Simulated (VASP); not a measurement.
The system is CdO.

```xyz
2
Lattice="0.0000 2.3337 2.3337 2.3337 0.0000 2.3337 2.3337 2.3337 0.0000" Properties=species:S:1:pos:R:3 pbc="T T T"
Cd    0.0000    0.0000    0.0000
O     2.3337    2.3337    2.3337
```

Base run:

```yaml
Program: VASP 6.6.1
Functional: BLYP
Dispersion: D3(BJ)
Potentials_or_basis: VASP PAW PBE potentials, release 64 (Cd_sv_GW, O)
Cutoff: 700 eV
k_mesh: 10 × 10 × 10
Occupations: fermi-dirac, width 0.05 eV
Spin: no spin polarisation
```

Its results: band gap on the k mesh zero (bands 13 and 14 overlap by 0.21 eV); pressure 7.1 GPa.

Task: After a change of settings the same cell gave: band gap on the k mesh zero (bands 13 and 14 overlap by 0.37 eV); pressure 5.4 GPa. Which change was it?
A. functional from BLYP to PBE
B. dispersion from D3(BJ) to none
C. functional from BLYP to revPBE; dispersion from D3(BJ) to none

Result: A.

PBE binds more tightly than BLYP, so the same cell stands under less pressure.

Caveats: the cell stands under pressure; semilocal functionals underestimate gaps, and a narrow one can read as zero; the PAW data sets were made with another functional, which shifts forces and pressure a little (at least some runs).
